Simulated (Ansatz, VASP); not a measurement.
# Two plane-wave programs on MgB2

```
Mg B
1.0
     3.08500    0.00000    0.00000
    -1.54250    2.67169    0.00000
     0.00000    0.00000    3.52300
Mg B
1 2
Direct
  0.00000 0.00000 0.00000
  0.33333 0.66667 0.50000
  0.66667 0.33333 0.50000
```

Alike in both runs: functional PBE; k mesh 17 × 17 × 13; occupations fermi-dirac, width 0.05 eV; no spin polarisation.

Ansatz relaxed the structure, and its values are those at the end. VASP's run is a single point on that final structure, the one shown.

|  | VASP | Ansatz |
| --- | --- | --- |
| version | VASP 6.6.1 | Ansatz 0.2.0 |
| potentials or method | VASP PAW PBE potentials, release 64 (Mg, B) | plane-wave PAW, scalar-relativistic |
| plane-wave cutoff (eV) | 520 | 420 |
| valence electrons in the cell | 8 | 16 |

|  | VASP | Ansatz | Ansatz less VASP |
| --- | --- | --- | --- |
| pressure (GPa) | -1.3 | -1.0 | +0.26 |

VASP's potentials hold 8 valence electrons a cell and Ansatz's 16, so a difference there can come from the potentials and not from the codes. Ansatz's warnings: stress scf threshold loose.
